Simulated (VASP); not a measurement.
# AlGaN2 (P-4m2) in VASP: further runs

The runs below take AlGaN2 through single point, with r2SCAN.

All numbers are computed with VASP 6.6.1; they aren't measurements. Logs are shortened: lines on timing, memory, paths and dates and some standing lists are left out, and cuts for length are marked.

## (1) The cell of the first run

It takes space group P-4m2 (No. 115, tetragonal). The conventional cell has a = 3.184 Å, b = 3.184 Å, c = 4.305 Å, α = 90.00°, β = 90.00°, γ = 90.00°. Al (site symmetry -4m2) has 4 N at 1.89 Å within 2.5 Å. Ga (site symmetry -4m2) has 4 N at 1.95 Å within 2.6 Å. Within 2.5 Å of N (site symmetry 2mm) lie 2 Al at 1.89 Å and 2 Ga at 1.95 Å.

## (2) Single point, r2SCAN

The input, POSCAR:

```
AlGaN2
1.0
    3.1839081089      0.0000000000      0.0000000000
    0.0000000000      3.1839081089      0.0000000000
    0.0000000000      0.0000000000      4.3050681515
Al Ga N
1 1 2
Direct
    0.5000000000      0.5000000000      0.5000000000
    0.0000000000      0.0000000000      0.0000000000
    0.5000000000      0.0000000000      0.7382648100
    0.0000000000      0.5000000000      0.2617351900
```

The input, INCAR.step1:

```
SYSTEM = AlGaN2
PREC = Accurate ; ENCUT = 520
ISMEAR = 0 ; SIGMA = 0.05
LREAL = .False. ; LASPH = .True.
NELM = 80 ; NBANDS = 21
GGA = PE ; ALGO = Normal
EDIFF = 1E-4 ; LWAVE = .True.
LCHARG = .False.
```

The input, INCAR.step2:

```
SYSTEM = AlGaN2
PREC = Accurate ; ENCUT = 520
EDIFF = 1E-7 ; ISMEAR = 0
SIGMA = 0.05 ; LREAL = .False.
LASPH = .True. ; NELM = 80
ALGO = Normal ; ISIF = 2
LWAVE = .False. ; LCHARG = .False.
METAGGA = R2SCAN ; LMIXTAU = .True.
NBANDS = 21 ; ISTART = 1
```

The input, KPOINTS:

```
regular mesh
0
Gamma
  8 8 6
  0 0 0
```

Potentials or basis: VASP PAW PBE potentials, release 64 (Al, Ga_d, N).

Started as:

```console
$ cat potpaw_PBE.64/Al/POTCAR potpaw_PBE.64/Ga_d/POTCAR potpaw_PBE.64/N/POTCAR > POTCAR
$ cp INCAR.step1 INCAR
$ mpirun -np 1 vasp_std > vasp.out
$ cp INCAR.step2 INCAR
$ mpirun -np 1 vasp_std > vasp.out
```

OUTCAR:

```text
SYSTEM = AlGaN2
   PREC = Accurate
   ENCUT = 520
   EDIFF = 1E-7
   ISMEAR = 0
   LREAL = .False.
   LASPH = .True.
   NELM = 80
   ISIF = 2
   METAGGA = R2SCAN
   ISTART = 1

 ion  position               nearest neighbor table
   1  0.500  0.500  0.500-   3 1.89   4 1.89   3 1.89   4 1.89   2 3.11   2 3.11   2 3.11   2 3.11
                             2 3.11   2 3.11   2 3.11   2 3.11
   2  0.000  0.000  0.000-   3 1.95   4 1.95   4 1.95   3 1.95   1 3.11   1 3.11   1 3.11   1 3.11
                             1 3.11   1 3.11   1 3.11   1 3.11
   3  0.500  0.000  0.738-   1 1.89   1 1.89   2 1.95   2 1.95
   4  0.000  0.500  0.262-   1 1.89   1 1.89   2 1.95   2 1.95

  LATTYP: Found a simple tetragonal cell.
 ALAT       =     3.1839081089
 C/A-ratio  =     1.3521332916

  Lattice vectors:

 A1 = (   3.1839081089,   0.0000000000,   0.0000000000)
 A2 = (   0.0000000000,   3.1839081089,   0.0000000000)
 A3 = (   0.0000000000,   0.0000000000,   4.3050681515)

Analysis of symmetry for initial positions (statically):
=====================================================================
 Subroutine PRICEL returns:
 Original cell was already a primitive cell.

 Routine SETGRP: Setting up the symmetry group for a
 simple tetragonal supercell.

 Subroutine GETGRP returns: Found  8 space group operations
 (whereof  8 operations were pure point group operations)
 out of a pool of 16 trial point group operations.

The static configuration has the point symmetry D_2d.

Analysis of symmetry for dynamics (positions and initial velocities):
=====================================================================
 Subroutine PRICEL returns:
 Original cell was already a primitive cell.

 Routine SETGRP: Setting up the symmetry group for a
 simple tetragonal supercell.

 Subroutine GETGRP returns: Found  8 space group operations
 (whereof  8 operations were pure point group operations)
 out of a pool of 16 trial point group operations.

The dynamic configuration has the point symmetry D_2d.

 Subroutine INISYM returns: Found  8 space group operations
 (whereof  8 operations are pure point group operations),
 and found     1 'primitive' translations

----------------------------------------------------------------------------------------

                                     Primitive cell

  volume of cell :      43.6416

  direct lattice vectors                    reciprocal lattice vectors
     3.183908109  0.000000000  0.000000000     0.314079416  0.000000000  0.000000000
     0.000000000  3.183908109  0.000000000     0.000000000  0.314079416  0.000000000
     0.000000000  0.000000000  4.305068152     0.000000000  0.000000000  0.232284360

  length of vectors
     3.183908109  3.183908109  4.305068152     0.314079416  0.314079416  0.232284360

  position of ions in fractional coordinates (direct lattice)
     0.500000000  0.500000000  0.500000000
     0.000000000  0.000000000  0.000000000
     0.500000000  0.000000000  0.738264810
     0.000000000  0.500000000  0.261735190

  ion indices of the primitive-cell ions
   primitive index   ion index
                 1           1
                 2           2
                 3           3
                 4           4

----------------------------------------------------------------------------------------

 KPOINTS: regular mesh

Automatic generation of k-mesh.
 Grid dimensions read from file:
 generate k-points for:    8    8    6

 Generating k-lattice:

  Cartesian coordinates                     Fractional coordinates (reciprocal lattice)
     0.039259927  0.000000000  0.000000000     0.125000000  0.000000000  0.000000000
     0.000000000  0.039259927  0.000000000     0.000000000  0.125000000  0.000000000
     0.000000000  0.000000000  0.038714060     0.000000000  0.000000000  0.166666667

  Length of vectors
     0.039259927  0.039259927  0.038714060

  Shift w.r.t. Gamma in fractional coordinates (k-lattice)
     0.000000000  0.000000000  0.000000000

 Subroutine IBZKPT returns following result:
 ===========================================

 Found     60 irreducible k-points:

 Following reciprocal coordinates:
            Coordinates               Weight
  0.000000  0.000000  0.000000      1.000000
  0.125000  0.000000  0.000000      4.000000
  0.250000  0.000000  0.000000      4.000000
  0.375000  0.000000  0.000000      4.000000
  0.500000  0.000000  0.000000      2.000000
  0.125000  0.125000  0.000000      4.000000
[... 16 lines left out ...]
  0.375000  0.125000  0.166667     16.000000
  0.500000  0.125000  0.166667      8.000000
 [... further k-points ...]
   k-points           NKPTS =     60   k-points in BZ     NKDIM =     60   number of bands    NBANDS=     21
   number of dos      NEDOS =    301   number of ions     NIONS =      4
   total plane-waves  NPLWV =  18432
   dimension x,y,z NGX =    24 NGY =   24 NGZ =   32
   dimension x,y,z NGXF=    48 NGYF=   48 NGZF=   64
   ions per type =               1   1   2
   NGX,Y,Z   is equivalent  to a cutoff of  12.53, 12.53, 12.36 a.u.
   NGXF,Y,Z  is equivalent  to a cutoff of  25.06, 25.06, 24.71 a.u.
 SYSTEM =  AlGaN2
   PREC   = accura    normal or accurate (medium, high low for compatibility)
   ISTART =      1    job   : 0-new  1-cont  2-samecut
   ICHARG =      0    charge: 1-file 2-atom 10-const
   ISPIN  =      1    spin polarized calculation?
   LNONCOLLINEAR =      F non collinear calculations
   LSORBIT =      F    spin-orbit coupling
   LASPH  =      T    aspherical Exc in radial PAW
   ENCUT  =  520.0 eV  38.22 Ry    6.18 a.u.   5.92  5.92  8.00*2*pi/ulx,y,z
   NELM   =     80;   NELMIN=  2; NELMDL=  0     # of ELM steps
   EDIFF  = 0.1E-06   stopping-criterion for ELM
   LREAL  =      F    real-space projection
   EDIFFG = 0.1E-05   stopping-criterion for IOM
   NSW    =      0    number of steps for IOM
   IBRION =     -1    ionic relax: 0-MD 1-quasi-New 2-CG
   NFREE  =      0    steps in history (QN), initial steepest desc. (CG)
   ISIF   =      2    stress and relaxation
   ISYM   =      2    0-nonsym 1-usesym 2-fastsym
   POTIM  = 0.5000    time-step for ionic-motion
   TEBEG  =    0.0;   TEEND  =   0.0 temperature during run
   PSTRESS=    0.0 pullay stress
   NELECT =      26.0000    total number of electrons
   NUPDOWN=      -1.0000    fix difference up-down
   EMIN   =  10.00;   EMAX   =-10.00  energy-range for DOS
   EFERMI =   0.00;   METHOD = LEGACY
   ISMEAR =     0;   SIGMA  =   0.05  broadening in eV -4-tet -1-fermi 0-gaus
   EFERMI_NEDOS =   21; number of points for ismear=-14 and -15
   IALGO  =     38    algorithm
   IMIX   =      4    mixing-type and parameters
     AMIX     =   0.40;   BMIX     =  1.00
     AMIX_MAG =   1.60;   BMIX_MAG =  1.00
  volume/ion in A,a.u.               =      10.91        73.63
  Fermi-wavevector in a.u.,A,eV,Ry     =   1.377523  2.603141 25.818009  1.897570
  Thomas-Fermi vector in A             =   2.502669
   LORBIT       =      0    0 simple, 1 ext, 2 COOP (PROOUT), +10 PAW based schemes
   METAGGA = R2SCAN    functional components
   LHFCALC =     F    Hartree Fock is set to
   AEXX    =    0.0000 exact exchange contribution
   IVDW    =     0    specifies the selected vdW correction
   LEPSILON=     F    determine dielectric tensor
   LRPA    =     F    only Hartree local field effects (RPA)
 non-spin polarized calculation
 Gauss-broadening in eV      SIGMA  =   0.05
  energy-cutoff  :      520.00
  volume of cell :       43.64
 maximum number of plane-waves:      1190
 NGX is ok and might be reduce to    24

 number of electron      25.9999992 magnetization

 Free energy of the ion-electron system (eV)
  ---------------------------------------------------
  ext. energy  EPLUGINS =         0.00000000
  ---------------------------------------------------
  free energy    TOTEN  =       -41.05467266 eV

  energy without entropy =      -41.05467266  energy(sigma->0) =      -41.05467266

 E-fermi :   5.6395     XC(G=0): -12.0691

 val. band max:        5.3324398368   @ k =   0.0000   0.0000   0.0000
 cond. band min:       8.7361024715   @ k =   0.0000   0.0000   0.0000
 fundamental gap:      3.4036626347
 Fermi energy:         5.6394690939

 k-point     1 :       0.0000    0.0000    0.0000
  band No.  band energies     occupation
      1     -10.8999      2.00000
      2      -9.2850      2.00000
      3      -7.9550      2.00000
      4      -7.9550      2.00000
      5      -7.8835      2.00000
      6      -7.7165      2.00000
[... 13 lines left out ...]
     20      19.6411      0.00000
     21      21.2219      0.00000

 k-point     2 :       0.1250    0.0000    0.0000
  band No.  band energies     occupation
      1     -10.7698      2.00000
      2      -9.2890      2.00000
      3      -7.9553      2.00000
      4      -7.9524      2.00000
      5      -7.8647      2.00000
      6      -7.7273      2.00000
[... 13 lines left out ...]
     20      19.4263      0.00000
     21      20.6844      0.00000

 k-point     3 :       0.2500    0.0000    0.0000
  band No.  band energies     occupation
      1     -10.4185      2.00000
      2      -9.3155      2.00000
      3      -7.9463      2.00000
      4      -7.9289      2.00000
      5      -7.7994      2.00000
      6      -7.7532      2.00000
[... 13 lines left out ...]
     20      18.8176      0.00000
     21      19.5378      0.00000

 k-point     4 :       0.3750    0.0000    0.0000
  band No.  band energies     occupation
      1      -9.9725      2.00000
      2      -9.3987      2.00000
      3      -7.9399      2.00000
      4      -7.8802      2.00000
      5      -7.7789      2.00000
      6      -7.6216      2.00000
[... 13 lines left out ...]
     20      18.1471      0.00000
     21      18.5585      0.00000

 k-point     5 :       0.5000    0.0000    0.0000
  band No.  band energies     occupation
      1      -9.6547      2.00000
      2      -9.5520      2.00000
      3      -7.9372      2.00000
      4      -7.8600      2.00000
      5      -7.7896      2.00000
      6      -7.3527      2.00000
[... 13 lines left out ...]
     20      17.9549      0.00000
     21      17.9890      0.00000

 k-point     6 :       0.1250    0.1250    0.0000
  band No.  band energies     occupation
      1     -10.6441      2.00000
      2      -9.2896      2.00000
      3      -7.9650      2.00000
      4      -7.9340      2.00000
      5      -7.8478      2.00000
      6      -7.7381      2.00000
[... 13 lines left out ...]
     20      19.1915      0.00000
     21      19.4323      0.00000

 k-point     7 :       0.2500    0.1250    0.0000
  band No.  band energies     occupation
      1     -10.3077      2.00000
      2      -9.3064      2.00000
      3      -7.9568      2.00000
      4      -7.8981      2.00000
      5      -7.7935      2.00000
      6      -7.7522      2.00000
[... 13 lines left out ...]
     20      18.5622      0.00000
     21      18.6828      0.00000
[... 291 lines left out ...]
      1      -9.6618      2.00000
      2      -9.5275      2.00000
      3      -7.9391      2.00000
      4      -7.8458      2.00000
      5      -7.7893      2.00000
      6      -7.3466      2.00000
[... 13 lines left out ...]
     20      17.6567      0.00000
     21      18.0297      0.00000

 k-point    21 :       0.1250    0.1250    0.1667
  band No.  band energies     occupation
      1     -10.5345      2.00000
      2      -9.3306      2.00000
      3      -7.9699      2.00000
      4      -7.9235      2.00000
      5      -7.8465      2.00000
      6      -7.7379      2.00000
[... 13 lines left out ...]
     20      18.2997      0.00000
     21      19.9412      0.00000

 k-point    22 :       0.2500    0.1250    0.1667
  band No.  band energies     occupation
      1     -10.2232      2.00000
      2      -9.3358      2.00000
      3      -7.9599      2.00000
      4      -7.8773      2.00000
      5      -7.7913      2.00000
      6      -7.7496      2.00000
[... 13 lines left out ...]
     20      18.5224      0.00000
     21      19.2396      0.00000

 k-point    23 :       0.3750    0.1250    0.1667
  band No.  band energies     occupation
      1      -9.8479      2.00000
      2      -9.3869      2.00000
      3      -7.9440      2.00000
      4      -7.8384      2.00000
      5      -7.7989      2.00000
      6      -7.5511      2.00000
[... 13 lines left out ...]
     20      18.4501      0.00000
     21      18.6672      0.00000

 k-point    24 :       0.5000    0.1250    0.1667
  band No.  band energies     occupation
      1      -9.6114      2.00000
      2      -9.4839      2.00000
      3      -7.9382      2.00000
      4      -7.8243      2.00000
      5      -7.8103      2.00000
      6      -7.2808      2.00000
[... 13 lines left out ...]
     20      18.3087      0.00000
     21      18.4573      0.00000

 [... further k-points ...]

------------------------ aborting loop because EDIFF is reached ----------------------------------------

  FORCE on cell =-STRESS in cart. coord.  units (eV):
  Direction    XX          YY          ZZ          XY          YZ          ZX
  --------------------------------------------------------------------------------------
  -------------------------------------------------------------------------------------
  Total       -0.5389937     -0.5389937      0.8574289      0.0000000      0.0000000     -0.0000000
  in kB      -19.7876019    -19.7876019     31.4780348      0.0000000      0.0000000     -0.0000000
  external PRESSURE =      -2.6990563 kB  Pullay stress =       0.0000000 kB

 VOLUME and BASIS-vectors are now :
 -----------------------------------------------------------------------------
  energy-cutoff  :      520.00
  volume of cell :       43.64
      direct lattice vectors                 reciprocal lattice vectors
     3.183908109  0.000000000  0.000000000     0.314079416  0.000000000  0.000000000
     0.000000000  3.183908109  0.000000000     0.000000000  0.314079416  0.000000000
     0.000000000  0.000000000  4.305068152     0.000000000  0.000000000  0.232284360

 POSITION                                       TOTAL-FORCE (eV/Angst)
 -----------------------------------------------------------------------------------
      1.59195      1.59195      2.15253        -0.000000      0.000000      0.000000
      0.00000      0.00000      0.00000        -0.000000     -0.000000      0.000000
      1.59195      0.00000      3.17828         0.000000     -0.000000     -0.068423
      0.00000      1.59195      1.12679        -0.000000     -0.000000      0.068423
 -----------------------------------------------------------------------------------
    total drift:                                0.000000      0.000000     -0.000000

  FREE ENERGIE OF THE ION-ELECTRON SYSTEM (eV)
  ---------------------------------------------------
  free  energy   TOTEN  =       -41.0546726589 eV

  energy  without entropy=      -41.0546726589  energy(sigma->0) =      -41.05467266
```

It took 3.1 min on 1 thread of AMD EPYC 7R43 (Zen 3), shared host; peak memory 0.16 GiB.

What came out:

| Item | Value |
| --- | --- |
| Free energy | -41.0547 eV |
| Pressure | -0.3 GPa |
| Largest force | 0.068 eV/Å |
| Band gap on the k mesh | 3.40 eV, direct |

Forces on the atoms (eV/Å):
```
Al   0.000  0.000  0.000
Ga   0.000  0.000  0.000
N    0.000  0.000 -0.068
N    0.000  0.000  0.068
```

Stress tensor (GPa, compression positive):
```
-1.98  0.00  0.00
 0.00 -1.98  0.00
 0.00  0.00  3.15
```

Caveat: the PAW data sets were made with another functional, which shifts forces and pressure a little.

## (3) Single point, r2SCAN

This run uses another cell than the first one, of the same volume but with other edges.

The input, POSCAR:

```
AlGaN2
1.0
    3.0902088813      0.0000000000      0.0000000000
    0.0000000000      3.0902088813      0.0000000000
    0.0000000000      0.0000000000      4.5700968976
Al Ga N
1 1 2
Direct
    0.5000000000      0.5000000000      0.5000000000
    0.0000000000      0.0000000000      0.0000000000
    0.5000000000      0.0000000000      0.7382648100
    0.0000000000      0.5000000000      0.2617351900
```

The input, INCAR.step1:

```
SYSTEM = AlGaN2
PREC = Accurate
ENCUT = 520
ISMEAR = 0
SIGMA = 0.05
LREAL = .FALSE.
LASPH = .TRUE.
NELM = 80
NBANDS = 21
GGA = PE
ALGO = Normal
EDIFF = 1E-4
LWAVE = .TRUE.
LCHARG = .FALSE.
```

The input, INCAR.step2:

```
SYSTEM = AlGaN2
PREC = Accurate
ENCUT = 520
EDIFF = 1E-7
ISMEAR = 0
SIGMA = 0.05
LREAL = .FALSE.
LASPH = .TRUE.
NELM = 80
ALGO = Normal
ISIF = 2
LWAVE = .FALSE.
LCHARG = .FALSE.
METAGGA = R2SCAN
LMIXTAU = .TRUE.
NBANDS = 21
ISTART = 1
```

The input, KPOINTS:

```
Automatic mesh
0
G
  8 8 6
  0 0 0
```

Potentials or basis: VASP PAW PBE potentials, release 64 (Al, Ga_d, N).

Started as:

```console
$ cat potpaw_PBE.64/Al/POTCAR potpaw_PBE.64/Ga_d/POTCAR potpaw_PBE.64/N/POTCAR > POTCAR
$ cp INCAR.step1 INCAR
$ mpirun -np 1 vasp_std > vasp.out
$ cp INCAR.step2 INCAR
$ mpirun -np 1 vasp_std > vasp.out
```

OUTCAR:

```text
SYSTEM = AlGaN2
   PREC = Accurate
   ENCUT = 520
   EDIFF = 1E-7
   ISMEAR = 0
   LREAL = .FALSE.
   LASPH = .TRUE.
   NELM = 80
   ISIF = 2
   METAGGA = R2SCAN
   ISTART = 1

 ion  position               nearest neighbor table
   1  0.500  0.500  0.500-   3 1.89   4 1.89   3 1.89   4 1.89
   2  0.000  0.000  0.000-   3 1.95   4 1.95   4 1.95   3 1.95
   3  0.500  0.000  0.738-   1 1.89   1 1.89   2 1.95   2 1.95
   4  0.000  0.500  0.262-   1 1.89   1 1.89   2 1.95   2 1.95
[... 776 lines left out ...]

  FORCE on cell =-STRESS in cart. coord.  units (eV):
  Direction    XX          YY          ZZ          XY          YZ          ZX
  --------------------------------------------------------------------------------------
  -------------------------------------------------------------------------------------
  Total        0.6612912      0.6612912     -1.4007496      0.0000000      0.0000000      0.0000000
  in kB       24.2774028     24.2774028    -51.4244916      0.0000000      0.0000000      0.0000000
  external PRESSURE =      -0.9565620 kB  Pullay stress =       0.0000000 kB

 VOLUME and BASIS-vectors are now :
 -----------------------------------------------------------------------------
  energy-cutoff  :      520.00
  volume of cell :       43.64
      direct lattice vectors                 reciprocal lattice vectors
     3.090208881  0.000000000  0.000000000     0.323602720  0.000000000  0.000000000
     0.000000000  3.090208881  0.000000000     0.000000000  0.323602720  0.000000000
     0.000000000  0.000000000  4.570096898     0.000000000  0.000000000  0.218813741

 POSITION                                       TOTAL-FORCE (eV/Angst)
 -----------------------------------------------------------------------------------
      1.54510      1.54510      2.28505        -0.000000     -0.000000      0.000000
      0.00000      0.00000      0.00000        -0.000000      0.000000      0.000000
      1.54510      0.00000      3.37394         0.000000      0.000000      0.086027
      0.00000      1.54510      1.19616        -0.000000     -0.000000     -0.086027
 -----------------------------------------------------------------------------------
    total drift:                                0.000000      0.000000     -0.000000

  FREE ENERGIE OF THE ION-ELECTRON SYSTEM (eV)
  ---------------------------------------------------
  free  energy   TOTEN  =       -41.0430913484 eV

  energy  without entropy=      -41.0430913484  energy(sigma->0) =      -41.04309135
```

It took 4.1 min on 1 thread of AMD EPYC 7R43 (Zen 3), shared host; peak memory 0.16 GiB.

What came out:

| Quantity | Value |
| --- | --- |
| Free energy | -41.0431 eV |
| Pressure | -0.1 GPa |
| Largest force | 0.086 eV/Å |
| Band gap on the k mesh | 3.28 eV, direct |

Forces in eV/Å, atoms in the order of the input:
```
Al   0.000  0.000  0.000
Ga   0.000  0.000  0.000
N    0.000  0.000  0.086
N    0.000  0.000 -0.086
```

Caveat: the PAW data sets were made with another functional, which shifts forces and pressure a little. A k mesh can miss the band edges.

(Part 1 of 2 ends here.)
